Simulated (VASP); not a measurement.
# BaZrO3 (Pm-3m) in VASP: settings compared

The runs below take BaZrO3 through single point, with revPBE, PBE.

All numbers are computed with VASP 6.6.1; they aren't measurements. Logs are shortened: lines on timing, memory, paths and dates and some standing lists are left out, and cuts for length are marked.

## Step 1: The cell of the first run

Symmetry: Pm-3m, No. 221, cubic system. Conventional cell: a = 4.228 Å, b = 4.228 Å, c = 4.228 Å, α = 90.00°, β = 90.00°, γ = 90.00°. Ba (site symmetry m-3m) has 12 O at 2.99 Å and 8 Zr at 3.66 Å within 3.9 Å. Within 2.8 Å of Zr (site symmetry m-3m) lie 6 O at 2.11 Å. Within 2.8 Å of O (site symmetry 4/mmm) lie 2 Zr at 2.11 Å.

## Step 2: Single point, revPBE

The input, INCAR:

```
  PREC = Accurate
  ENCUT = 520
  EDIFF = 1E-6
  ISMEAR = 0
  SIGMA = 0.05
  LREAL = F
  LASPH = T
  NELM = 80
  ALGO = Normal
  ISIF = 2
  LWAVE = F
  LCHARG = F
  GGA = RE
  NBANDS = 28
```

The input, KPOINTS:

```
Automatic mesh
0
Gamma
  8 8 8
```

The input, POSCAR:

```
BaZrO3
1.0
    4.2283851526      0.0000000000      0.0000000000
    0.0000000000      4.2283851526      0.0000000000
    0.0000000000      0.0000000000      4.2283851526
Ba Zr O
1 1 3
Direct
    0.0000000000      0.0000000000      0.0000000000
    0.5000000000      0.5000000000      0.5000000000
    0.0000000000      0.5000000000      0.5000000000
    0.5000000000      0.5000000000      0.0000000000
    0.5000000000      0.0000000000      0.5000000000
```

Potentials or basis: VASP PAW PBE potentials, release 64 (Ba_sv, Zr_sv, O).

Launch:

```bash
cat potpaw_PBE.64/Ba_sv/POTCAR potpaw_PBE.64/Zr_sv/POTCAR potpaw_PBE.64/O/POTCAR > POTCAR
mpirun -np 1 vasp_std > vasp.out
```

OUTCAR:

```text
PREC = Accurate
   ENCUT = 520
   EDIFF = 1E-6
   ISMEAR = 0
   LREAL = F
   LASPH = T
   NELM = 80
   ISIF = 2
   GGA = RE

 ion  position               nearest neighbor table
   1  0.000  0.000  0.000-   3 2.99   4 2.99   5 2.99   3 2.99   5 2.99   3 2.99   4 2.99   3 2.99
                             4 2.99   5 2.99   5 2.99   4 2.99   2 3.66   2 3.66   2 3.66   2 3.66
   2  0.500  0.500  0.500-   3 2.11   4 2.11   5 2.11   4 2.11   5 2.11   3 2.11   1 3.66   1 3.66
                             1 3.66   1 3.66   1 3.66   1 3.66   1 3.66   1 3.66
   3  0.000  0.500  0.500-   2 2.11   2 2.11   1 2.99   1 2.99   1 2.99   1 2.99
   4  0.500  0.500  0.000-   2 2.11   2 2.11   1 2.99   1 2.99   1 2.99   1 2.99
   5  0.500  0.000  0.500-   2 2.11   2 2.11   1 2.99   1 2.99   1 2.99   1 2.99

  LATTYP: Found a simple cubic cell.
 ALAT       =     4.2283851526

  Lattice vectors:

 A1 = (   4.2283851526,   0.0000000000,   0.0000000000)
 A2 = (   0.0000000000,   4.2283851526,   0.0000000000)
 A3 = (   0.0000000000,   0.0000000000,   4.2283851526)

Analysis of symmetry for initial positions (statically):
=====================================================================
 Subroutine PRICEL returns:
 Original cell was already a primitive cell.

 Routine SETGRP: Setting up the symmetry group for a
 simple cubic supercell.

 Subroutine GETGRP returns: Found 48 space group operations
 (whereof 48 operations were pure point group operations)
 out of a pool of 48 trial point group operations.

The static configuration has the point symmetry O_h .

Analysis of symmetry for dynamics (positions and initial velocities):
=====================================================================
 Subroutine PRICEL returns:
 Original cell was already a primitive cell.

 Routine SETGRP: Setting up the symmetry group for a
 simple cubic supercell.

 Subroutine GETGRP returns: Found 48 space group operations
 (whereof 48 operations were pure point group operations)
 out of a pool of 48 trial point group operations.

The dynamic configuration has the point symmetry O_h .

 Subroutine INISYM returns: Found 48 space group operations
 (whereof 48 operations are pure point group operations),
 and found     1 'primitive' translations

----------------------------------------------------------------------------------------

                                     Primitive cell

  volume of cell :      75.6003

  direct lattice vectors                    reciprocal lattice vectors
     4.228385153  0.000000000  0.000000000     0.236496905  0.000000000  0.000000000
     0.000000000  4.228385153  0.000000000     0.000000000  0.236496905  0.000000000
     0.000000000  0.000000000  4.228385153     0.000000000  0.000000000  0.236496905

  length of vectors
     4.228385153  4.228385153  4.228385153     0.236496905  0.236496905  0.236496905

  position of ions in fractional coordinates (direct lattice)
     0.000000000  0.000000000  0.000000000
     0.500000000  0.500000000  0.500000000
     0.000000000  0.500000000  0.500000000
     0.500000000  0.500000000  0.000000000
     0.500000000  0.000000000  0.500000000

  ion indices of the primitive-cell ions
   primitive index   ion index
                 1           1
                 2           2
                 3           3
                 4           4
                 5           5

----------------------------------------------------------------------------------------

 KPOINTS: Automatic mesh

Automatic generation of k-mesh.
 Grid dimensions read from file:
 generate k-points for:    8    8    8

 Generating k-lattice:

  Cartesian coordinates                     Fractional coordinates (reciprocal lattice)
     0.029562113  0.000000000  0.000000000     0.125000000  0.000000000  0.000000000
     0.000000000  0.029562113  0.000000000     0.000000000  0.125000000  0.000000000
     0.000000000  0.000000000  0.029562113     0.000000000  0.000000000  0.125000000

  Length of vectors
     0.029562113  0.029562113  0.029562113

  Shift w.r.t. Gamma in fractional coordinates (k-lattice)
     0.000000000  0.000000000  0.000000000

 Subroutine IBZKPT returns following result:
 ===========================================

 Found     35 irreducible k-points:

 Following reciprocal coordinates:
            Coordinates               Weight
  0.000000  0.000000  0.000000      1.000000
  0.125000  0.000000  0.000000      6.000000
  0.250000  0.000000  0.000000      6.000000
  0.375000  0.000000  0.000000      6.000000
  0.500000  0.000000  0.000000      3.000000
  0.125000  0.125000  0.000000     12.000000
[... 16 lines left out ...]
  0.375000  0.375000  0.125000     24.000000
  0.500000  0.375000  0.125000     24.000000
 [... further k-points ...]
   k-points           NKPTS =     35   k-points in BZ     NKDIM =     35   number of bands    NBANDS=     28
   number of dos      NEDOS =    301   number of ions     NIONS =      5
   total plane-waves  NPLWV =  32768
   dimension x,y,z NGX =    32 NGY =   32 NGZ =   32
   dimension x,y,z NGXF=    64 NGYF=   64 NGZF=   64
   ions per type =               1   1   3
   NGX,Y,Z   is equivalent  to a cutoff of  12.58, 12.58, 12.58 a.u.
   NGXF,Y,Z  is equivalent  to a cutoff of  25.16, 25.16, 25.16 a.u.
 SYSTEM =  unknown system
   PREC   = accura    normal or accurate (medium, high low for compatibility)
   ISTART =      0    job   : 0-new  1-cont  2-samecut
   ICHARG =      2    charge: 1-file 2-atom 10-const
   ISPIN  =      1    spin polarized calculation?
   LNONCOLLINEAR =      F non collinear calculations
   LSORBIT =      F    spin-orbit coupling
   LASPH  =      T    aspherical Exc in radial PAW
   ENCUT  =  520.0 eV  38.22 Ry    6.18 a.u.   7.86  7.86  7.86*2*pi/ulx,y,z
   NELM   =     80;   NELMIN=  2; NELMDL= -5     # of ELM steps
   EDIFF  = 0.1E-05   stopping-criterion for ELM
   LREAL  =      F    real-space projection
   EDIFFG = 0.1E-04   stopping-criterion for IOM
   NSW    =      0    number of steps for IOM
   IBRION =     -1    ionic relax: 0-MD 1-quasi-New 2-CG
   NFREE  =      0    steps in history (QN), initial steepest desc. (CG)
   ISIF   =      2    stress and relaxation
   ISYM   =      2    0-nonsym 1-usesym 2-fastsym
   POTIM  = 0.5000    time-step for ionic-motion
   TEBEG  =    0.0;   TEEND  =   0.0 temperature during run
   PSTRESS=    0.0 pullay stress
   NELECT =      40.0000    total number of electrons
   NUPDOWN=      -1.0000    fix difference up-down
   EMIN   =  10.00;   EMAX   =-10.00  energy-range for DOS
   EFERMI =   0.00;   METHOD = LEGACY
   ISMEAR =     0;   SIGMA  =   0.05  broadening in eV -4-tet -1-fermi 0-gaus
   EFERMI_NEDOS =   21; number of points for ismear=-14 and -15
   IALGO  =     38    algorithm
   IMIX   =      4    mixing-type and parameters
     AMIX     =   0.40;   BMIX     =  1.00
     AMIX_MAG =   1.60;   BMIX_MAG =  1.00
  volume/ion in A,a.u.               =      15.12       102.04
  Fermi-wavevector in a.u.,A,eV,Ry     =   1.324098  2.502183 23.854235  1.753237
  Thomas-Fermi vector in A             =   2.453658
   LORBIT       =      0    0 simple, 1 ext, 2 COOP (PROOUT), +10 PAW based schemes
   GGA     = RE    functional components
   LHFCALC =     F    Hartree Fock is set to
   AEXX    =    0.0000 exact exchange contribution
   IVDW    =     0    specifies the selected vdW correction
   LEPSILON=     F    determine dielectric tensor
   LRPA    =     F    only Hartree local field effects (RPA)
 non-spin polarized calculation
 Gauss-broadening in eV      SIGMA  =   0.05
  energy-cutoff  :      520.00
  volume of cell :       75.60
 maximum number of plane-waves:      2048
 NGX is ok and might be reduce to    32
   NGX = 15   NGY = 15   NGZ = 15

 number of electron      39.9999986 magnetization

 Free energy of the ion-electron system (eV)
  ---------------------------------------------------
  ext. energy  EPLUGINS =         0.00000000
  ---------------------------------------------------
  free energy    TOTEN  =       -39.97661331 eV

  energy without entropy =      -39.97661331  energy(sigma->0) =      -39.97661331

 E-fermi :   3.9857     XC(G=0): -10.4789

 val. band max:        3.7126099136   @ k =   0.5000   0.5000   0.5000
 cond. band min:       6.8771717010   @ k =   0.0000   0.0000   0.0000
 fundamental gap:      3.1645617874
 Fermi energy:         3.9856983454

 k-point     1 :       0.0000    0.0000    0.0000
  band No.  band energies     occupation
      1     -43.5168      2.00000
      2     -21.7397      2.00000
      3     -21.6365      2.00000
      4     -21.6365      2.00000
      5     -21.6365      2.00000
      6     -12.6804      2.00000
[... 20 lines left out ...]
     27      10.8589      0.00000
     28      10.8589      0.00000

 k-point     2 :       0.1250    0.0000    0.0000
  band No.  band energies     occupation
      1     -43.5164      2.00000
      2     -21.7868      2.00000
      3     -21.6356      2.00000
      4     -21.6356      2.00000
      5     -21.6149      2.00000
      6     -12.6718      2.00000
[... 20 lines left out ...]
     27      10.8594      0.00000
     28      11.3464      0.00000

 k-point     3 :       0.2500    0.0000    0.0000
  band No.  band energies     occupation
      1     -43.5154      2.00000
      2     -21.8773      2.00000
      3     -21.6335      2.00000
      4     -21.6335      2.00000
      5     -21.5840      2.00000
      6     -12.7181      2.00000
[... 20 lines left out ...]
     27      10.8581      0.00000
     28      11.4761      0.00000

 k-point     4 :       0.3750    0.0000    0.0000
  band No.  band energies     occupation
      1     -43.5143      2.00000
      2     -21.9573      2.00000
      3     -21.6315      2.00000
      4     -21.6315      2.00000
      5     -21.5609      2.00000
      6     -12.7875      2.00000
[... 578 lines left out ...]
     27      11.7863      0.00000
     28      12.0447      0.00000

 k-point    23 :       0.3750    0.3750    0.1250
  band No.  band energies     occupation
      1     -43.5115      2.00000
      2     -21.8639      2.00000
      3     -21.8193      2.00000
      4     -21.6625      2.00000
      5     -21.6167      2.00000
      6     -12.4220      2.00000
[... 20 lines left out ...]
     27      11.7261      0.00000
     28      12.4436      0.00000

 k-point    24 :       0.5000    0.3750    0.1250
  band No.  band energies     occupation
      1     -43.5111      2.00000
      2     -21.8740      2.00000
      3     -21.8186      2.00000
      4     -21.6592      2.00000
      5     -21.6352      2.00000
      6     -12.4060      2.00000
[... 20 lines left out ...]
     27      11.9818      0.00000
     28      12.6412      0.00000

 [... further k-points ...]
[... 5 lines left out ...]
  --------------------------------------------------------------------------------------
  -------------------------------------------------------------------------------------
  Total        1.5736546      1.5736546      1.5736546      0.0000000      0.0000000     -0.0000000
  in kB       33.3500425     33.3500425     33.3500425      0.0000000      0.0000000     -0.0000000
  external PRESSURE =      33.3500425 kB  Pullay stress =       0.0000000 kB

 VOLUME and BASIS-vectors are now :
 -----------------------------------------------------------------------------
  energy-cutoff  :      520.00
  volume of cell :       75.60
      direct lattice vectors                 reciprocal lattice vectors
     4.228385153  0.000000000  0.000000000     0.236496905  0.000000000  0.000000000
     0.000000000  4.228385153  0.000000000     0.000000000  0.236496905  0.000000000
     0.000000000  0.000000000  4.228385153     0.000000000  0.000000000  0.236496905

 POSITION                                       TOTAL-FORCE (eV/Angst)
 -----------------------------------------------------------------------------------
      0.00000      0.00000      0.00000         0.000000      0.000000      0.000000
      2.11419      2.11419      2.11419         0.000000      0.000000      0.000000
      0.00000      2.11419      2.11419         0.000000      0.000000      0.000000
      2.11419      2.11419      0.00000         0.000000      0.000000      0.000000
      2.11419      0.00000      2.11419         0.000000      0.000000      0.000000
 -----------------------------------------------------------------------------------
    total drift:                                0.000000     -0.000000     -0.000000

  FREE ENERGIE OF THE ION-ELECTRON SYSTEM (eV)
  ---------------------------------------------------
  free  energy   TOTEN  =       -39.9766133142 eV

  energy  without entropy=      -39.9766133142  energy(sigma->0) =      -39.97661331
```

It took 62 s on 1 thread of AMD EPYC 7R13 (Zen 3), shared host; peak memory 0.19 GiB.

Results:

- Free energy: -39.9766 eV
- Pressure: 3.3 GPa
- Band gap on the k mesh: 3.16 eV (least direct gap 3.42 eV)

Levels at points of the mesh, in eV from the valence-band top:
| k point | band 18 | band 19 | band 20 | band 21 | band 22 | band 23 |
| --- | --- | --- | --- | --- | --- | --- |
| (0.00, 0.00, 0.00) | -0.25 | -0.25 | -0.25 | 3.16 | 3.16 | 3.16 |
| (0.50, 0.00, 0.00) | -1.59 | -0.49 | -0.49 | 3.58 | 5.55 | 5.55 |
| (0.50, 0.50, 0.00) | -0.93 | -0.85 | -0.07 | 5.52 | 5.52 | 6.32 |
| (0.50, 0.50, 0.50) | 0.00 | 0.00 | 0.00 | 5.91 | 5.91 | 5.91 |

Caveat: the cell stands under pressure; the PAW data sets were made with another functional, which shifts forces and pressure a little; spin-orbit coupling is left out, which moves the levels of the heavy elements.

## Step 3: Single point, PBE (15.42 Å³/atom)

This run uses another cell than the first one, of 15.42 Å³/atom.

The input, INCAR:

```
ALGO = Normal
EDIFF = 1E-6
ENCUT = 520
GGA = PE
ISIF = 2
ISMEAR = 0
LASPH = T
LCHARG = F
LREAL = F
LWAVE = F
NBANDS = 28
NELM = 80
PREC = Accurate
SIGMA = 0.05
```

The input, KPOINTS:

```
k-points
0
Gamma
  8 8 8
```

POSCAR, as its differences from that of step 2:

```diff
@@ -2,5 +2,5 @@
 1.0
-    4.2283851526      0.0000000000      0.0000000000
-    0.0000000000      4.2283851526      0.0000000000
-    0.0000000000      0.0000000000      4.2283851526
+    4.2563885194      0.0000000000      0.0000000000
+    0.0000000000      4.2563885194      0.0000000000
+    0.0000000000      0.0000000000      4.2563885194
 Ba Zr O
```

Potentials or basis: VASP PAW PBE potentials, release 64 (Ba_sv, Zr_sv, O).

Launch:

```bash
cat potpaw_PBE.64/Ba_sv/POTCAR potpaw_PBE.64/Zr_sv/POTCAR potpaw_PBE.64/O/POTCAR > POTCAR
mpirun -np 1 vasp_std > vasp.out
```

It took 62 s on 1 thread of AMD EPYC 7R13 (Zen 3), shared host; peak memory 0.19 GiB.

It converged, with:

- Free energy: -41.7194 eV
- Pressure: -2.1 GPa
- Band gap on the k mesh: 3.09 eV (least direct gap 3.36 eV)

Levels at points of the mesh, in eV from the valence-band top:
```csv
k point,band 16,band 17,band 18,band 19,band 20,band 21,band 22,band 23,band 24,band 25
"(0.00, 0.00, 0.00)",-0.92,-0.92,-0.27,-0.27,-0.27,3.09,3.09,3.09,4.59,4.59
"(0.50, 0.00, 0.00)",-1.67,-1.67,-1.56,-0.51,-0.51,3.49,5.41,5.41,6.26,6.45
"(0.50, 0.50, 0.00)",-2.26,-0.93,-0.93,-0.89,-0.07,5.38,5.38,6.18,6.21,7.37
"(0.50, 0.50, 0.50)",-2.51,-2.51,0.00,0.00,0.00,5.80,5.80,5.80,6.60,6.60
```

Caveat: spin-orbit coupling is left out, which moves the levels of the heavy elements. A k mesh can miss the band edges.

## Step 4: Single point, PBE (15.72 Å³/atom)

This run uses another cell than the first one, of 15.72 Å³/atom.

The input, INCAR:

```
PREC = Accurate ; ENCUT = 520
EDIFF = 1E-6 ; ISMEAR = 0
SIGMA = 0.05 ; LREAL = F
LASPH = T ; NELM = 80
ALGO = Normal ; ISIF = 2
LWAVE = F ; LCHARG = F
GGA = PE ; NBANDS = 28
```

The input, KPOINTS:

```
regular mesh
0
Gamma
  8 8 8
```

POSCAR, as its differences from that of step 3:

```diff
@@ -2,5 +2,5 @@
 1.0
-    4.2563885194      0.0000000000      0.0000000000
-    0.0000000000      4.2563885194      0.0000000000
-    0.0000000000      0.0000000000      4.2563885194
+    4.2840281803      0.0000000000      0.0000000000
+    0.0000000000      4.2840281803      0.0000000000
+    0.0000000000      0.0000000000      4.2840281803
 Ba Zr O
```

Launch:

```bash
cat potpaw_PBE.64/Ba_sv/POTCAR potpaw_PBE.64/Zr_sv/POTCAR potpaw_PBE.64/O/POTCAR > POTCAR
mpirun -np 1 vasp_std > vasp.out
```

Wall time 63 s (1 thread of AMD EPYC 7R13 (Zen 3), shared host); peak memory 0.2 GiB.

The run converged. Its results:

```yaml
Free_energy: -41.6887 eV
Pressure: -4.7 GPa
Band_gap_on_the_k_mesh: 3.04 eV (least direct gap 3.33 eV)
```

Levels at points of the mesh, in eV from the valence-band top:
| k point | band 18 | band 19 | band 20 | band 21 | band 22 | band 23 |
| --- | --- | --- | --- | --- | --- | --- |
| (0.00, 0.00, 0.00) | -0.29 | -0.29 | -0.29 | 3.04 | 3.04 | 3.04 |
| (0.50, 0.00, 0.00) | -1.52 | -0.53 | -0.53 | 3.42 | 5.28 | 5.28 |
| (0.50, 0.50, 0.00) | -0.93 | -0.93 | -0.07 | 5.26 | 5.26 | 6.06 |
| (0.50, 0.50, 0.50) | 0.00 | 0.00 | 0.00 | 5.73 | 5.73 | 5.73 |

Caveat: the cell stands under tension; spin-orbit coupling is left out, which moves the levels of the heavy elements. A k mesh can miss the band edges.

(Continued in part 2 of 2.)
